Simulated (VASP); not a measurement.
Input of a VASP 6.6.1 run:

The input INCAR:

```
SYSTEM = BiAsSe
PREC     = Accurate       ! precision mode
ENCUT    = 520            ! plane-wave cutoff, eV
EDIFF    = 1E-7           ! SCF threshold, eV
ISMEAR   = 0              ! smearing method
SIGMA    = 0.1            ! smearing width, eV
LREAL    = .False.        ! projectors in reciprocal space
LASPH    = .True.         ! aspherical terms in the spheres
NELM     = 80             ! most SCF steps
ALGO     = Normal         ! electronic algorithm
ISIF     = 2              ! what is computed and relaxed
LWAVE    = .False.        ! write WAVECAR
LCHARG   = .False.        ! write CHGCAR
GGA      = PE             ! functional
NBANDS   = 20             ! bands
```

Contents of KPOINTS:

```
Automatic mesh
0
Gamma
  4 4 4
  0 0 0
```

Contents of POSCAR:

```
BiAsSe
1.0
    4.1439370156      0.0000000000      0.0000000000
    0.0000000000      4.1439370156      0.0000000000
    0.0000000000      0.0000000000      5.5861442490
Bi As Se
1 1 1
Direct
    0.0000000000      0.0000000000      0.5000000000
    0.0000000000      0.0000000000      0.0000000000
    0.5000000000      0.5000000000      0.5000000000
```

Potentials or basis: VASP PAW PBE potentials, release 64 (Bi_d, As, Se).

Command:

```sh
$ cat potpaw_PBE.64/Bi_d/POTCAR potpaw_PBE.64/As/POTCAR potpaw_PBE.64/Se/POTCAR > POTCAR
$ mpirun -np 1 vasp_std > vasp.out
```

Problem. What does it give for the band gap on the k mesh?

Solution. Zero (bands 13 and 14 overlap by 1.56 eV).

Problem. What does it give for the pressure?

Solution. 0.0 GPa.

Stress tensor (GPa, compression positive):
```
 0.04  0.00  0.00
 0.00  0.04  0.00
 0.00  0.00 -0.13
```

Caveat: the k points lie up to 0.38 Å⁻¹ apart, too coarse for converged energies and pressures of a metal; spin-orbit coupling is left out, which moves the levels of the heavy elements.
